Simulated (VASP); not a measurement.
Input of a VASP 6.6.1 run:

The input INCAR:

```
SYSTEM = P
ALGO     = Normal         ! electronic algorithm
EDIFF    = 1E-6           ! SCF threshold, eV
ENCUT    = 520            ! plane-wave cutoff, eV
GGA      = PE             ! functional
ISIF     = 2              ! what is computed and relaxed
ISMEAR   = -1             ! smearing method
LASPH    = .TRUE.         ! aspherical terms in the spheres
LCHARG   = .TRUE.         ! write CHGCAR
LELF     = .TRUE.         ! ELF
LREAL    = .FALSE.        ! projectors in reciprocal space
LVHAR    = .TRUE.       
LWAVE    = .FALSE.        ! write WAVECAR
NBANDS   = 12             ! bands
NELM     = 80             ! most SCF steps
PREC     = Accurate       ! precision mode
SIGMA    = 0.05           ! smearing width, eV
```

Contents of KPOINTS:

```
k-points
0
G
  15 15 8
  0 0 0
```

File POSCAR:

```
P
1.0
    2.7865440399      0.0000000000      0.0000000000
   -1.3932720200      2.4132179274      0.0000000000
    0.0000000000      0.0000000000      4.5876880108
P
2
Direct
    0.3333333333      0.6666666667      0.2500000000
    0.6666666667      0.3333333333      0.7500000000
```

Potentials or basis: VASP PAW PBE potentials, release 64 (P).

Launch:

```bash
$ cat potpaw_PBE.64/P/POTCAR > POTCAR
$ mpirun -np 1 vasp_std > vasp.out
```

(1) Estimate the band gap on the k mesh.

(2) Predict the pressure.

Results:

(1) zero (band 5 reaches 14.27 eV, above the bottom of band 6 at 4.59 eV).

(2) -5.0 GPa.

Caveat: the cell differs from its parent crystal (x and y stretched by +3 %, z held).
